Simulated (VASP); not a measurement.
Wanted: the native input for a VASP 6.6.1 run.

```
Task                   : relaxation of cell and atoms
Functional             : PBE
Potentials or basis    : VASP PAW PBE potentials, release 64 (Al, Ga_d, P)
Cutoff                 : 600 eV
k mesh                 : 8 × 8 × 8
Occupations            : gaussian, width 0.02 eV
Spin                   : no spin polarisation
Dipole correction      : no
Further INCAR settings : ALGO = Normal; EDIFF = 1e-06; IBRION = 2; EDIFFG = -0.01; NSW = 100; ISIF = 3
```

The structure of AlGa3P4 lies in POSCAR:

```
AlGa3P4
1.0
   -2.7492351198      2.7492351198      5.4974457914
    2.7492351198     -2.7492351198      5.4974457914
    2.7492351198      2.7492351198     -5.4974457914
Al Ga P
1 3 4
Direct
    0.5000000000      0.5000000000      0.0000000000
    0.0000000000      0.0000000000      0.0000000000
    0.2500000000      0.7500000000      0.5000000000
    0.7500000000      0.2500000000      0.5000000000
    0.1255596695      0.1255596695      0.5006309147
    0.3750712452      0.8744403305      0.0000000000
    0.6249287548      0.6249287548      0.4993690853
    0.8744403305      0.3750712452      0.0000000000
```

These files were run (other wordings do the same):

INCAR

```
PREC = Accurate ; ENCUT = 600
EDIFF = 1E-6 ; ISMEAR = 0
SIGMA = 0.02 ; LREAL = False
LASPH = True ; NELM = 80
ALGO = Normal ; ISIF = 3
LWAVE = False ; LCHARG = False
GGA = PE ; IBRION = 2
NSW = 100 ; EDIFFG = -0.01
```

KPOINTS

```
regular mesh
0
Gamma
  8 8 8
```

Potentials or basis: VASP PAW PBE potentials, release 64 (Al, Ga_d, P).

The run is started by

```console
$ cat potpaw_PBE.64/Al/POTCAR potpaw_PBE.64/Ga_d/POTCAR potpaw_PBE.64/P/POTCAR > POTCAR
$ mpirun -np 1 vasp_std > vasp.out
```

Results of the run:

- Relaxed volume: 20.87 Å³/atom
- Relaxed cell: a = 6.744 Å, b = 6.744 Å, c = 6.744 Å, α = 131.81°, β = 131.81°, γ = 70.54°
- Space group after relaxing (to 0.1 Å): I-42m (No. 121)
- Energy gained by relaxing: 0.1 meV/atom
- Ionic steps: 3
- Pressure after relaxing: 0.0 GPa
- Largest force after relaxing: 0.008 eV/Å
- Band gap on the k mesh: 1.63 eV (least direct gap 1.71 eV)

Wall time 39 min on 1 thread of Oxide Virtual Turin-like Processor, on a shared host, peak memory 0.63 GiB.
